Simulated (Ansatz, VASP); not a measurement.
**Two plane-wave programs on TlBr**

INCAR

```
PREC = Accurate
ENCUT = 500
EDIFF = 1E-6
ISMEAR = -1
SIGMA = 0.08
LREAL = F
LASPH = T
NELM = 120
ALGO = Normal
ISIF = 2
LWAVE = F
LCHARG = F
GGA = PE
NBANDS = 17
GGA_COMPAT = F
```

The input KPOINTS:

```
Automatic mesh
0
Gamma
  12 12 12
```

File POSCAR:

```
TlBr
1.0
    3.7613882248      0.0000000000      0.0000000000
    0.0000000000      3.7613882248      0.0000000000
    0.0000000000      0.0000000000      3.7613882248
Tl Br
1 1
Direct
    0.0000000000      0.0000000000      0.0000000000
    0.5000000000      0.5000000000      0.5000000000
```

Input for Ansatz:

```yaml
crystal:
  lattice:
    - [3.7613882248, 0.0, 0.0]
    - [0.0, 3.7613882248, 0.0]
    - [0.0, 0.0, 3.7613882248]
  atoms:
    - { symbol: Tl, position: [0.0, 0.0, 0.0] }
    - { symbol: Br, position: [0.5, 0.5, 0.5] }
kpoints:
  mp_grid: { grid: [12, 12, 12] }
scf:
  occupations: { method: fermi_dirac, width: 0.08 }
hamiltonian:
  xc: pbe
  pseudopotentials: { kind: paw }
output:
  forces: true
  stress: true
  eigenvalues: true
  populations: true
```

Change from the starting cell: volume scaled by 0.8, PAW files.

Alike in both runs: task single point; functional PBE; k mesh 12 × 12 × 12; occupations fermi-dirac, width 0.08 eV; no spin polarisation.

|  | VASP | Ansatz |
| --- | --- | --- |
| version | VASP 6.6.1 | Ansatz 0.2.0 |
| potentials or method | VASP PAW PBE potentials, release 64 (Tl_d, Br) | PAW with Ansatz's default frozen-core files, scalar-relativistic |
| plane-wave cutoff (eV) | 500 | 420 |
| valence electrons in the cell | 20 | 20 |

```tsv
	VASP	Ansatz	Ansatz less VASP
pressure (GPa)	7.8	7.8	+0.03
```

Spin-orbit coupling is off throughout.
